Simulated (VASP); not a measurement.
Crystal: CuSn3.

```xyz
4
Lattice="-2.2399 2.2399 4.8707 2.2399 -2.2399 4.8707 2.2399 2.2399 -4.8707" Properties=species:S:1:pos:R:3 pbc="T T T"
Sn    0.0000    0.0000    4.8707
Sn    2.2399    0.0000    2.4354
Sn    0.0000    2.2399    2.4354
Cu    0.0000    0.0000    0.0000
```

Base run:

| Property | Result |
| --- | --- |
| Program | VASP 6.6.1 |
| Functional | PBEsol |
| Dispersion | D3(BJ) |
| Potentials or basis | VASP PAW PBE potentials, release 64 (Sn_d, Cu) |
| Cutoff | 520 eV |
| k mesh | 8 × 8 × 8 |
| Occupations | fermi-dirac, width 0.05 eV |
| Spin | no spin polarisation |

Its results: band gap on the k mesh zero (an odd number of electrons rules out a gap without spin polarisation); pressure -6.8 GPa.

Question: The run is repeated on the same cell with these changes: dispersion from D3(BJ) to none. What comes out?

Answer: Band gap on the k mesh zero (an odd number of electrons rules out a gap without spin polarisation); pressure -4.2 GPa.

Dispersion adds attraction, which lowers the pressure at fixed volume and, as a term added to the energy, leaves the levels alone.

Caveats: the cell stands under tension; the PAW data sets were made with another functional, which shifts forces and pressure a little; spin-orbit coupling is left out, which moves the levels of the heavy elements; three body term missing (at least some runs).
